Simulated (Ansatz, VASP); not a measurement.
**One calculation of Mo, two programs**

```
Mo
1.0
     2.71431    0.00000    0.00000
    -1.35716    2.35066    0.00000
     0.00000    0.00000    4.83814
Mo
2
Direct
  0.33333 0.66667 0.25000
  0.66667 0.33333 0.75000
```

Alike in both runs: task single point; functional BLYP; k mesh 15 × 15 × 7; occupations fermi-dirac, width 0.1 eV; no spin polarisation.

```csv
,VASP,Ansatz
version,VASP 6.6.1,Ansatz 0.2.0
potentials or method,"VASP PAW PBE potentials, release 64 (Mo_sv), cutoff 520 eV","plane waves (420 eV) with PAW, scalar-relativistic"
valence electrons in the cell,28,28
```

|  | VASP | Ansatz | Ansatz less VASP |
| --- | --- | --- | --- |
| pressure (GPa) | 22.3 | 21.3 | -1.03 |
| traceless stress, the component that is largest in VASP (GPa) | -2.69 | -2.47 | +0.219 |

VASP's potentials were made for PBE, not for BLYP.
